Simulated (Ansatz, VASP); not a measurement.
**PbSe in VASP and in Ansatz**

Contents of POSCAR:

```
PbSe
1.0
    0.0000000000      3.0192847941      3.0192847941
    3.0192847941      0.0000000000      3.0192847941
    3.0192847941      3.0192847941      0.0000000000
Pb Se
1 1
Direct
    0.0000000000      0.0000000000      0.0000000000
    0.5000000000      0.5000000000      0.5000000000
```

INCAR.step1

```
PREC = Accurate ; ENCUT = 520
EDIFF = 1E-5 ; ISMEAR = -1
SIGMA = 0.05 ; LREAL = F
LASPH = T ; NELM = 80
ALGO = Normal ; ISIF = 2
LWAVE = T ; LCHARG = F
GGA = PE ; NBANDS = 17
```

File INCAR.step2:

```
PREC = Accurate ; ENCUT = 520
EDIFF = 1E-6 ; ISMEAR = -1
SIGMA = 0.05 ; LREAL = F
LASPH = T ; NELM = 80
ALGO = Normal ; ISIF = 2
LWAVE = F ; LCHARG = F
GGA = B5 ; LHFCALC = T
AEXX = 0.2 ; AGGAX = 0.72
AGGAC = 0.81 ; ALDAC = 0.19
PRECFOCK = Normal ; ISTART = 1
NBANDS = 17
```

File KPOINTS:

```
regular mesh
0
Gamma
  4 4 4
```

Contents of input.yaml:

```yaml
crystal:
  lattice:
    - [0.0, 3.0192847941, 3.0192847941]
    - [3.0192847941, 0.0, 3.0192847941]
    - [3.0192847941, 3.0192847941, 0.0]
  atoms:
    - { symbol: Pb, position: [0.0, 0.0, 0.0] }
    - { symbol: Se, position: [0.5, 0.5, 0.5] }
hamiltonian:
  xc: b3lyp5
  pseudopotentials: { kind: paw }
kpoints:
  mp_grid: { grid: [4, 4, 4] }
scf:
  occupations: { method: fermi_dirac, width: 0.05 }
output:
  forces: true
  stress: true
  eigenvalues: true
  write_density: true
  write_potential: true
  elf: true
  volumetric_format: npy
```

Alike in both runs: task single point; functional B3LYP5; k mesh 4 × 4 × 4; occupations fermi-dirac, width 0.05 eV; no spin polarisation.

|  | VASP | Ansatz |
| --- | --- | --- |
| version | VASP 6.6.1 | Ansatz 0.2.0 |
| potentials or method | VASP PAW PBE potentials, release 64 (Pb_d, Se) | Ansatz PAW |
| plane-wave cutoff (eV) | 520 | 420 |
| valence electrons in the cell | 20 | 30 |

|  | VASP | Ansatz | Ansatz less VASP |
| --- | --- | --- | --- |
| gap on the k mesh at the Fermi level (eV) | 1.11 | 1.07 | -0.043 |
| least direct gap on the mesh (eV) | 1.11 | 1.07 | -0.043 |
| pressure (GPa) | 7.4 | 7.4 | 0.00 |

VASP's potentials were made for PBE, not for B3LYP5. VASP's potentials hold 20 valence electrons a cell and Ansatz's 30, so a difference there can come from the potentials and not from the codes.

The k mesh is coarse, so the values compare programs but aren't converged. Neither program's run includes spin-orbit coupling.
